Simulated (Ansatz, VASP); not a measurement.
# One calculation of B4N3, two programs

```xyz
7
Lattice="0.0000 2.1788 7.2234 2.3386 0.0000 7.2234 2.3386 2.1788 0.0000" Properties=species:S:1:pos:R:3 pbc="T T T"
B     1.1693    2.1788    7.2234
B     3.5080    2.1788    7.2234
B     1.1693    0.2805    3.6117
B     1.1693    1.8983    3.6117
N     2.3386    3.2682    7.2234
N     2.3386    1.0894    7.2234
N     3.5080    3.2682   10.8351
```

Alike in both runs: functional PBE; k mesh 5 × 5 × 5; occupations gaussian, width 0.2 eV; no spin polarisation.

Ansatz relaxed the structure, and its values are those at the end. VASP's run is a single point on that final structure, the one shown.

|  | VASP | Ansatz |
| --- | --- | --- |
| version | VASP 6.6.1 | Ansatz 0.2.0 |
| potentials or method | VASP PAW PBE potentials, release 64 (B, N), cutoff 600 eV | scalar-relativistic, plane waves, PAW |
| valence electrons in the cell | 27 | 27 |

Ansatz gave:

```
gap on the k mesh at the Fermi level (eV) : none
pressure (GPa)                            : 0.1
rms of the force components (eV/Å)        : 0.005
```

**Question.** Which values does VASP return?

**Answer.** gap on the k mesh at the Fermi level (eV): none; pressure (GPa): 0.0; rms of the force components (eV/Å): 0.007.

A gap of «none» marks a metal or a gap that the smearing closes. The functional is the same, so the differences come from potentials, cutoffs and numerics.

The k mesh is coarse, so the values compare programs but aren't converged.
